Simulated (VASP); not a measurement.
# Bi2Te3 (R-3m) in VASP: further runs

Runs on Bi2Te3. Level: PBE. Tasks: single point.

Everything below comes from runs of VASP 6.6.1. Logs are shortened: lines on timing, memory, paths and dates and some standing lists are left out, and cuts for length are marked.

## 1. The cell of the first run

The structure is trigonal, space group R-3m (No. 166). The conventional cell has a = 4.386 Å, b = 4.386 Å, c = 30.497 Å, α = 90.00°, β = 90.00°, γ = 120.00°. Within 4.0 Å of Bi (site symmetry 3m) lie 6 Te at 3.07 to 3.25 Å. Within 4.6 Å of Te (site symmetry -3m) lie 6 Bi at 3.25 Å and 12 Te at 4.39 to 4.55 Å. Within 4.0 Å of Te (site symmetry 3m) lie 3 Bi at 3.07 Å and 3 Te at 3.64 Å.

## 2. Single point, PBE

File INCAR:

```
  PREC = Accurate
  ENCUT = 500
  EDIFF = 1E-6
  ISMEAR = 0
  SIGMA = 0.01
  LREAL = F
  LASPH = T
  NELM = 120
  ALGO = Normal
  ISIF = 2
  LWAVE = F
  LCHARG = F
  GGA = PE
  NBANDS = 32
  GGA_COMPAT = F
```

File KPOINTS:

```
Automatic mesh
0
Gamma
  2 2 2
```

File POSCAR:

```
Bi2Te3
1.0
    2.1930000000      1.2661291403     10.1656666667
   -2.1930000000      1.2661291403     10.1656666667
    0.0000000000     -2.5322582807     10.1656666667
Bi Te
2 3
Direct
    0.3999999967      0.3999999967      0.3999999967
    0.6000000033      0.6000000033      0.6000000033
    0.0000000000      0.0000000000      0.0000000000
    0.2095000033      0.2095000033      0.2095000033
    0.7904999967      0.7904999967      0.7904999967
```

Potentials or basis: VASP PAW PBE potentials, release 64 (Bi_d, Te).

Run with:

```
$ cat potpaw_PBE.64/Bi_d/POTCAR potpaw_PBE.64/Te/POTCAR > POTCAR
$ mpirun -np 1 vasp_std > vasp.out
```

OUTCAR:

```text
PREC = Accurate
   ENCUT = 500
   EDIFF = 1E-6
   ISMEAR = 0
   LREAL = F
   LASPH = T
   NELM = 120
   ISIF = 2
   GGA = PE

 ion  position               nearest neighbor table
   1  0.400  0.400  0.400-   5 3.07   5 3.07   5 3.07   3 3.25   3 3.25   3 3.25
   2  0.600  0.600  0.600-   4 3.07   4 3.07   4 3.07   3 3.25   3 3.25   3 3.25
   3  0.000  0.000  0.000-   2 3.25   1 3.25   2 3.25   2 3.25   1 3.25   1 3.25
   4  0.210  0.210  0.210-   2 3.07   2 3.07   2 3.07   5 3.64   5 3.64   5 3.64
   5  0.790  0.790  0.790-   1 3.07   1 3.07   1 3.07   4 3.64   4 3.64   4 3.64

  LATTYP: Found a trigonal (rhomboedric) cell.
 ALAT       =    10.4763118882
 COS(alpha) =     0.9123624111

  Lattice vectors:

 A1 = (   2.1930000000,   1.2661291403,  10.1656666667)
 A2 = (  -2.1930000000,   1.2661291403,  10.1656666667)
 A3 = (   0.0000000000,  -2.5322582807,  10.1656666667)

Analysis of symmetry for initial positions (statically):
=====================================================================
 Subroutine PRICEL returns:
 Original cell was already a primitive cell.

 Routine SETGRP: Setting up the symmetry group for a
 trigonal (rhombohedral) supercell.

 Subroutine GETGRP returns: Found 12 space group operations
 (whereof 12 operations were pure point group operations)
 out of a pool of 12 trial point group operations.

The static configuration has the point symmetry D_3d.

Analysis of symmetry for dynamics (positions and initial velocities):
=====================================================================
 Subroutine PRICEL returns:
 Original cell was already a primitive cell.

 Routine SETGRP: Setting up the symmetry group for a
 trigonal (rhombohedral) supercell.

 Subroutine GETGRP returns: Found 12 space group operations
 (whereof 12 operations were pure point group operations)
 out of a pool of 12 trial point group operations.

The dynamic configuration has the point symmetry D_3d.

 Subroutine INISYM returns: Found 12 space group operations
 (whereof 12 operations are pure point group operations),
 and found     1 'primitive' translations

----------------------------------------------------------------------------------------

                                     Primitive cell

  volume of cell :     169.3572

  direct lattice vectors                    reciprocal lattice vectors
     2.193000000  1.266129140 10.165666667     0.227998176  0.131634808  0.032790111
    -2.193000000  1.266129140 10.165666667    -0.227998176  0.131634808  0.032790111
     0.000000000 -2.532258281 10.165666667     0.000000000 -0.263269617  0.032790111

  length of vectors
    10.476311888 10.476311888 10.476311888     0.265303755  0.265303755  0.265303755

  position of ions in fractional coordinates (direct lattice)
     0.399999997  0.399999997  0.399999997
     0.600000003  0.600000003  0.600000003
     0.000000000  0.000000000  0.000000000
     0.209500003  0.209500003  0.209500003
     0.790499997  0.790499997  0.790499997

  ion indices of the primitive-cell ions
   primitive index   ion index
                 1           1
                 2           2
                 3           3
                 4           4
                 5           5

----------------------------------------------------------------------------------------

 KPOINTS: Automatic mesh

Automatic generation of k-mesh.
 Grid dimensions read from file:
 generate k-points for:    2    2    2

 Generating k-lattice:

  Cartesian coordinates                     Fractional coordinates (reciprocal lattice)
     0.113999088  0.065817404  0.016395055     0.500000000  0.000000000  0.000000000
    -0.113999088  0.065817404  0.016395055     0.000000000  0.500000000  0.000000000
     0.000000000 -0.131634808  0.016395055     0.000000000  0.000000000  0.500000000

  Length of vectors
     0.132651877  0.132651877  0.132651877

  Shift w.r.t. Gamma in fractional coordinates (k-lattice)
     0.000000000  0.000000000  0.000000000

 Subroutine IBZKPT returns following result:
 ===========================================

 Found      4 irreducible k-points:

 Following reciprocal coordinates:
            Coordinates               Weight
  0.000000  0.000000  0.000000      1.000000
  0.500000  0.000000  0.000000      3.000000
  0.500000  0.500000  0.000000      3.000000
  0.500000  0.500000  0.500000      1.000000
   k-points           NKPTS =      4   k-points in BZ     NKDIM =      4   number of bands    NBANDS=     32
   number of dos      NEDOS =    301   number of ions     NIONS =      5
   total plane-waves  NPLWV = 512000
   dimension x,y,z NGX =    80 NGY =   80 NGZ =   80
   dimension x,y,z NGXF=   160 NGYF=  160 NGZF=  160
   ions per type =               2   3
   NGX,Y,Z   is equivalent  to a cutoff of  12.69, 12.69, 12.69 a.u.
   NGXF,Y,Z  is equivalent  to a cutoff of  25.39, 25.39, 25.39 a.u.
 SYSTEM =  unknown system
   PREC   = accura    normal or accurate (medium, high low for compatibility)
   ISTART =      0    job   : 0-new  1-cont  2-samecut
   ICHARG =      2    charge: 1-file 2-atom 10-const
   ISPIN  =      1    spin polarized calculation?
   LNONCOLLINEAR =      F non collinear calculations
   LSORBIT =      F    spin-orbit coupling
   LASPH  =      T    aspherical Exc in radial PAW
   ENCUT  =  500.0 eV  36.75 Ry    6.06 a.u.  19.10 19.10 19.10*2*pi/ulx,y,z
   NELM   =    120;   NELMIN=  2; NELMDL= -5     # of ELM steps
   EDIFF  = 0.1E-05   stopping-criterion for ELM
   LREAL  =      F    real-space projection
   EDIFFG = 0.1E-04   stopping-criterion for IOM
   NSW    =      0    number of steps for IOM
   IBRION =     -1    ionic relax: 0-MD 1-quasi-New 2-CG
   NFREE  =      0    steps in history (QN), initial steepest desc. (CG)
   ISIF   =      2    stress and relaxation
   ISYM   =      2    0-nonsym 1-usesym 2-fastsym
   POTIM  = 0.5000    time-step for ionic-motion
   TEBEG  =    0.0;   TEEND  =   0.0 temperature during run
   PSTRESS=    0.0 pullay stress
   NELECT =      48.0000    total number of electrons
   NUPDOWN=      -1.0000    fix difference up-down
   EMIN   =  10.00;   EMAX   =-10.00  energy-range for DOS
   EFERMI =   0.00;   METHOD = LEGACY
   ISMEAR =     0;   SIGMA  =   0.01  broadening in eV -4-tet -1-fermi 0-gaus
   EFERMI_NEDOS =   21; number of points for ismear=-14 and -15
   IALGO  =     38    algorithm
   IMIX   =      4    mixing-type and parameters
     AMIX     =   0.40;   BMIX     =  1.00
     AMIX_MAG =   1.60;   BMIX_MAG =  1.00
  volume/ion in A,a.u.               =      33.87       228.58
  Fermi-wavevector in a.u.,A,eV,Ry     =   1.075360  2.032136 15.733774  1.156400
  Thomas-Fermi vector in A             =   2.211215
   LORBIT       =      0    0 simple, 1 ext, 2 COOP (PROOUT), +10 PAW based schemes
   GGA     = PE    functional components
   LHFCALC =     F    Hartree Fock is set to
   AEXX    =    0.0000 exact exchange contribution
   IVDW    =     0    specifies the selected vdW correction
   LEPSILON=     F    determine dielectric tensor
   LRPA    =     F    only Hartree local field effects (RPA)
 non-spin polarized calculation
 Gauss-broadening in eV      SIGMA  =   0.01
  energy-cutoff  :      500.00
  volume of cell :      169.36
 maximum number of plane-waves:      4320
 NGX is ok and might be reduce to    80
   NGX = 39   NGY = 39   NGZ = 39

 number of electron      48.0000004 magnetization

 Free energy of the ion-electron system (eV)
  ---------------------------------------------------
  ext. energy  EPLUGINS =         0.00000000
  ---------------------------------------------------
  free energy    TOTEN  =       -17.10404583 eV

  energy without entropy =      -17.10404583  energy(sigma->0) =      -17.10404583

 E-fermi :   6.3387     XC(G=0):  -9.2960

 val. band max:        6.2870148142   @ k =   0.0000   0.0000   0.0000
 cond. band min:       6.5461811695   @ k =   0.0000   0.0000   0.0000
 fundamental gap:      0.2591663554
 Fermi energy:         6.3386623207

 k-point     1 :       0.0000    0.0000    0.0000
  band No.  band energies     occupation
      1     -16.9673      2.00000
      2     -16.9659      2.00000
      3     -16.9625      2.00000
      4     -16.9625      2.00000
      5     -16.9610      2.00000
      6     -16.9610      2.00000
      7     -16.9584      2.00000
      8     -16.9584      2.00000
      9     -16.9568      2.00000
     10     -16.9568      2.00000
     11      -7.0697      2.00000
     12      -6.3470      2.00000
     13      -5.1085      2.00000
     14      -2.6392      2.00000
     15      -2.1903      2.00000
     16       3.9605      2.00000
     17       4.1807      2.00000
     18       4.5367      2.00000
     19       4.5367      2.00000
     20       4.5637      2.00000
     21       4.5637      2.00000
     22       5.4172      2.00000
     23       5.4172      2.00000
     24       6.2870      2.00000
     25       6.5462      0.00000
     26       6.8972      0.00000
     27       6.8972      0.00000
     28       8.2348      0.00000
     29       8.3669      0.00000
     30       8.3669      0.00000
     31      11.0659      0.00000
     32      11.5687      0.00000

 k-point     2 :       0.5000    0.0000    0.0000
  band No.  band energies     occupation
      1     -16.9748      2.00000
      2     -16.9722      2.00000
      3     -16.9650      2.00000
      4     -16.9630      2.00000
      5     -16.9624      2.00000
      6     -16.9599      2.00000
      7     -16.9552      2.00000
      8     -16.9533      2.00000
      9     -16.9460      2.00000
     10     -16.9456      2.00000
     11      -5.2885      2.00000
     12      -5.2578      2.00000
     13      -4.7715      2.00000
     14      -3.8946      2.00000
     15      -3.6463      2.00000
     16       0.9740      2.00000
     17       2.8638      2.00000
     18       2.9911      2.00000
     19       3.0506      2.00000
     20       3.1155      2.00000
     21       3.3546      2.00000
     22       3.8508      2.00000
     23       5.3663      2.00000
     24       5.7777      2.00000
     25       6.8267      0.00000
     26       7.3034      0.00000
     27       9.0154      0.00000
     28       9.0424      0.00000
     29       9.5816      0.00000
     30       9.7847      0.00000
     31       9.8674      0.00000
     32      11.0366      0.00000

 k-point     3 :       0.5000    0.5000    0.0000
  band No.  band energies     occupation
      1     -16.9747      2.00000
      2     -16.9723      2.00000
      3     -16.9650      2.00000
      4     -16.9630      2.00000
      5     -16.9624      2.00000
      6     -16.9598      2.00000
      7     -16.9552      2.00000
      8     -16.9533      2.00000
      9     -16.9460      2.00000
     10     -16.9456      2.00000
     11      -5.2964      2.00000
     12      -5.2738      2.00000
     13      -4.6067      2.00000
     14      -4.2489      2.00000
     15      -3.4181      2.00000
     16       1.4002      2.00000
     17       1.8550      2.00000
     18       2.3585      2.00000
     19       2.8834      2.00000
     20       3.9111      2.00000
     21       4.2809      2.00000
     22       4.4479      2.00000
     23       4.7241      2.00000
     24       5.3212      2.00000
     25       7.0994      0.00000
     26       7.7862      0.00000
     27       8.3094      0.00000
     28       8.9078      0.00000
     29       8.9835      0.00000
     30       9.3851      0.00000
     31      11.2924      0.00000
     32      11.9441      0.00000

 k-point     4 :       0.5000    0.5000    0.5000
  band No.  band energies     occupation
      1     -16.9672      2.00000
      2     -16.9660      2.00000
      3     -16.9625      2.00000
      4     -16.9625      2.00000
      5     -16.9610      2.00000
      6     -16.9610      2.00000
      7     -16.9584      2.00000
      8     -16.9584      2.00000
      9     -16.9568      2.00000
     10     -16.9568      2.00000
     11      -6.9248      2.00000
     12      -6.6535      2.00000
     13      -4.6061      2.00000
     14      -3.5278      2.00000
     15      -1.5577      2.00000
     16       3.4406      2.00000
     17       4.4161      2.00000
     18       4.4161      2.00000
     19       4.7213      2.00000
     20       4.8568      2.00000
     21       4.8568      2.00000
     22       5.1233      2.00000
     23       5.1233      2.00000
     24       5.8269      2.00000
     25       7.1252      0.00000
     26       7.3871      0.00000
     27       7.3871      0.00000
     28       7.8977      0.00000
     29       7.8977      0.00000
     30       7.9654      0.00000
     31      10.9038      0.00000
     32      11.7873      0.00000

------------------------ aborting loop because EDIFF is reached ----------------------------------------

  FORCE on cell =-STRESS in cart. coord.  units (eV):
  Direction    XX          YY          ZZ          XY          YZ          ZX
  --------------------------------------------------------------------------------------
  -------------------------------------------------------------------------------------
  Total        7.1730426      7.1730426     -0.7972842      0.0000000      0.0000000     -0.0000000
  in kB       67.8594354     67.8594354     -7.5425807      0.0000000      0.0000000     -0.0000000
  external PRESSURE =      42.7254300 kB  Pullay stress =       0.0000000 kB

 VOLUME and BASIS-vectors are now :
 -----------------------------------------------------------------------------
  energy-cutoff  :      500.00
  volume of cell :      169.36
      direct lattice vectors                 reciprocal lattice vectors
     2.193000000  1.266129140 10.165666667     0.227998176  0.131634808  0.032790111
    -2.193000000  1.266129140 10.165666667    -0.227998176  0.131634808  0.032790111
     0.000000000 -2.532258281 10.165666667     0.000000000 -0.263269617  0.032790111

 POSITION                                       TOTAL-FORCE (eV/Angst)
 -----------------------------------------------------------------------------------
      0.00000     -0.00000     12.19880         0.000000     -0.000000      0.193011
      0.00000     -0.00000     18.29820         0.000000      0.000000     -0.193011
      0.00000      0.00000      0.00000         0.000000     -0.000000      0.000000
      0.00000     -0.00000      6.38912         0.000000     -0.000000      0.694171
      0.00000     -0.00000     24.10788         0.000000      0.000000     -0.694171
 -----------------------------------------------------------------------------------
    total drift:                                0.000000      0.000000     -0.000000

  FREE ENERGIE OF THE ION-ELECTRON SYSTEM (eV)
  ---------------------------------------------------
  free  energy   TOTEN  =       -17.1040458254 eV

  energy  without entropy=      -17.1040458254  energy(sigma->0) =      -17.10404583
```

Wall time 3.2 min (1 thread of Intel Xeon Platinum 8375C at 2.90GHz (Ice Lake), shared host); peak memory 0.86 GiB.

What came out:

| Property | Result |
| --- | --- |
| Free energy | -17.1040 eV |
| Pressure | 4.3 GPa |
| Largest force | 0.694 eV/Å |
| Band gap on the k mesh | 0.26 eV |

Forces on the atoms (eV/Å):
```
Bi   0.000  0.000  0.193
Bi   0.000  0.000 -0.193
Te   0.000  0.000  0.000
Te   0.000  0.000  0.694
Te   0.000  0.000 -0.694
```

Stress tensor (GPa, compression positive):
```
 6.79  0.00  0.00
 0.00  6.79  0.00
 0.00  0.00 -0.75
```

Levels at points of the mesh, in eV from the valence-band top:
| k point | band 20 | band 21 | band 22 | band 23 | band 24 | band 25 | band 26 | band 27 | band 28 | band 29 |
| --- | --- | --- | --- | --- | --- | --- | --- | --- | --- | --- |
| (0.00, 0.00, 0.00) | -1.72 | -1.72 | -0.87 | -0.87 | 0.00 | 0.26 | 0.61 | 0.61 | 1.95 | 2.08 |
| (0.50, 0.00, 0.00) | -3.17 | -2.93 | -2.44 | -0.92 | -0.51 | 0.54 | 1.02 | 2.73 | 2.76 | 3.29 |
| (0.50, 0.50, 0.00) | -2.38 | -2.01 | -1.84 | -1.56 | -0.97 | 0.81 | 1.50 | 2.02 | 2.62 | 2.70 |
| (0.50, 0.50, 0.50) | -1.43 | -1.43 | -1.16 | -1.16 | -0.46 | 0.84 | 1.10 | 1.10 | 1.61 | 1.61 |

Caveat: the k points lie up to 0.83 Å⁻¹ apart, too coarse for converged energies, forces and pressures; spin-orbit coupling is left out, which moves the levels of the heavy elements. A k mesh can miss the band edges.

## 3. Single point, PBE

File INCAR:

```
SYSTEM = Bi2Te3
ALGO     = Normal         ! electronic algorithm
EDIFF    = 1E-6           ! SCF threshold, eV
ENCUT    = 500            ! plane-wave cutoff, eV
GGA      = PE             ! functional
GGA_COMPAT= .FALSE.      
ISIF     = 2              ! what is computed and relaxed
ISMEAR   = 0              ! smearing method
LASPH    = .TRUE.         ! aspherical terms in the spheres
LCHARG   = .FALSE.        ! write CHGCAR
LREAL    = .FALSE.        ! projectors in reciprocal space
LWAVE    = .FALSE.        ! write WAVECAR
NBANDS   = 32             ! bands
NELM     = 120            ! most SCF steps
PREC     = Accurate       ! precision mode
SIGMA    = 0.01           ! smearing width, eV
```

File KPOINTS:

```
k-points
0
G
  4 4 4
  0 0 0
```

POSCAR is that of step 2.

Potentials or basis: VASP PAW PBE potentials, release 64 (Bi_d, Te).

Run with:

```
$ cat potpaw_PBE.64/Bi_d/POTCAR potpaw_PBE.64/Te/POTCAR > POTCAR
$ mpirun -np 1 vasp_std > vasp.out
```

It took 6.6 min on 1 thread of Intel Xeon Platinum 8375C at 2.90GHz (Ice Lake), shared host; peak memory 0.9 GiB.

It converged, with:

```
Free energy            : -18.3377 eV
Pressure               : 1.8 GPa
Largest force          : 0.050 eV/Å
Band gap on the k mesh : 0.29 eV
```

Forces on the atoms (eV/Å):
```
Bi   0.000  0.000  0.001
Bi   0.000  0.000 -0.001
Te   0.000  0.000  0.000
Te   0.000  0.000  0.050
Te   0.000  0.000 -0.050
```

Stress tensor (GPa, compression positive):
```
1.95 0.00 0.00
0.00 1.95 0.00
0.00 0.00 1.65
```

Levels at points of the mesh, in eV from the valence-band top:
```tsv
k point	band 22	band 23	band 24	band 25	band 26	band 27
(0.00, 0.00, 0.00)	-0.87	-0.87	0.00	0.29	0.65	0.65
(0.50, 0.00, 0.00)	-2.42	-0.92	-0.51	0.57	1.06	2.74
(0.50, 0.50, 0.00)	-1.82	-1.55	-0.96	0.85	1.51	2.05
(0.50, 0.50, 0.50)	-1.16	-1.16	-0.43	0.83	1.13	1.13
```

Caveat: spin-orbit coupling is left out, which moves the levels of the heavy elements. A k mesh can miss the band edges.

[end of part 1 of 2]
